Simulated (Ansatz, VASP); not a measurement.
# KCl in VASP and in Ansatz

```xyz
2
Lattice="3.5598 0.0000 0.0000 0.0000 3.5598 0.0000 0.0000 0.0000 3.5598" Properties=species:S:1:pos:R:3 pbc="T T T"
K     0.0000    0.0000    0.0000
Cl    1.7799    1.7799    1.7799
```

Change from the starting cell: volume scaled by 0.94.

Alike in both runs: task single point; functional PBE; k mesh 7 × 7 × 7; occupations fermi-dirac, width 0.02 eV; no spin polarisation.

```csv
,VASP,Ansatz
version,VASP 6.6.1,Ansatz 0.2.0
potentials or method,"VASP PAW PBE potentials, release 64 (K_sv, Cl), cutoff 520 eV","all-electron LAPW, scalar-relativistic"
```

|  | VASP | Ansatz | Ansatz less VASP |
| --- | --- | --- | --- |
| gap on the k mesh at the Fermi level (eV) | 5.97 | 5.97 | +0.003 |
| pressure (GPa) | 7.3 | 7.2 | -0.11 |

Ansatz ran all-electron here, and VASP with PAW potentials.
